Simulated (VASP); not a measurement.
CsPbCl3: single point with PBE

The system is CsPbCl3.

```
Cs Pb Cl
1.0
     5.60500    0.00000    0.00000
     0.00000    5.60500    0.00000
     0.00000    0.00000    5.60500
Cs Pb Cl
1 1 3
Cartesian
  0.0000 0.0000 0.0000
  2.8025 2.8025 2.8025
  0.0000 2.8025 2.8025
  2.8025 0.0000 2.8025
  2.8025 2.8025 0.0000
```

| Quantity | Value |
| --- | --- |
| Program | VASP 6.6.1 |
| Task | single point |
| Functional | PBE |
| Potentials or basis | VASP PAW PBE potentials, release 64 (Cs_sv, Pb_d, Cl) |
| Cutoff | 520 eV |
| k mesh | 6 × 6 × 6 |
| Occupations | gaussian, width 0.05 eV |
| Spin | no spin polarisation |
| Dipole correction | no |
| Further INCAR settings | ALGO = Normal; EDIFF = 1e-06; NBANDS = 30 |

```json
{
 "Pressure": "1.7 GPa",
 "Band gap on the k mesh": "1.94 eV, direct"
}
```

Levels at points of the mesh, in eV from the valence-band top:
| k point | band 18 | band 19 | band 20 | band 21 | band 22 | band 23 | band 24 | band 25 | band 26 | band 27 |
| --- | --- | --- | --- | --- | --- | --- | --- | --- | --- | --- |
| (0.00, 0.00, 0.00) | -2.65 | -2.65 | -2.54 | -2.54 | -2.54 | 3.34 | 4.28 | 4.28 | 5.20 | 5.20 |
| (0.50, 0.00, 0.00) | -2.75 | -2.75 | -2.66 | -2.66 | -1.69 | 3.03 | 4.68 | 5.19 | 5.33 | 5.33 |
| (0.50, 0.50, 0.00) | -2.84 | -2.84 | -2.76 | -2.24 | -0.82 | 2.53 | 2.53 | 4.94 | 5.38 | 5.74 |
| (0.50, 0.50, 0.50) | -2.76 | -2.22 | -2.22 | -2.22 | 0.00 | 1.94 | 1.94 | 1.94 | 5.11 | 5.56 |

Wall time 2.9 min on 1 thread of Oxide Virtual Turin-like Processor, on a shared host, peak memory 0.27 GiB.

Caveat: spin-orbit coupling is left out, which moves the levels of the heavy elements. PBE gaps usually lie below the measured ones, often by a third to a half.
